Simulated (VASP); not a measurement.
Here is a VASP 6.6.1 calculation.

File POSCAR:

```
Zn4SeS3
1.0
    5.5155751000      0.0000000000      0.0000000000
    0.0000000000      5.5155751000      0.0000000000
    0.0000000000      0.0000000000      5.5155751000
Zn Se S
4 1 3
Direct
    0.7436060000      0.7436060000      0.7436060000
    0.7436060000      0.2563940000      0.2563940000
    0.2563940000      0.7436060000      0.2563940000
    0.2563940000      0.2563940000      0.7436060000
    0.0000000000      0.0000000000      0.0000000000
    0.5000000000      0.5000000000      0.0000000000
    0.5000000000      0.0000000000      0.5000000000
    0.0000000000      0.5000000000      0.5000000000
```

INCAR.step1

```
SYSTEM = Zn4SeS3
  PREC = Accurate
  ENCUT = 520
  ISMEAR = 0
  SIGMA = 0.02
  LREAL = .False.
  LASPH = .True.
  NELM = 100
  NBANDS = 46
  GGA = PE
  ALGO = Normal
  EDIFF = 1E-4
  LWAVE = .True.
  LCHARG = .False.
```

File INCAR.step2:

```
SYSTEM = Zn4SeS3
  PREC = Accurate
  ENCUT = 520
  EDIFF = 1E-6
  ISMEAR = 0
  SIGMA = 0.02
  LREAL = .False.
  LASPH = .True.
  NELM = 100
  ALGO = Normal
  ISIF = 2
  LWAVE = .False.
  LCHARG = .False.
  METAGGA = R2SCAN
  LMIXTAU = .True.
  NBANDS = 46
  ISTART = 1
```

File KPOINTS:

```
Automatic mesh
0
Gamma
  6 6 6
  0 0 0
```

Potentials or basis: VASP PAW PBE potentials, release 64 (Zn, Se, S).

Command:

```console
$ cat potpaw_PBE.64/Zn/POTCAR potpaw_PBE.64/Se/POTCAR potpaw_PBE.64/S/POTCAR > POTCAR
$ cp INCAR.step1 INCAR
$ mpirun -np 1 vasp_std > vasp.out
$ cp INCAR.step2 INCAR
$ mpirun -np 1 vasp_std > vasp.out
```

(1) Predict the pressure.

(2) Estimate the largest force.

Results:

(1) -2.0 GPa.

(2) 0.031 eV/Å.

Caveat: the PAW data sets were made with another functional, which shifts forces and pressure a little.
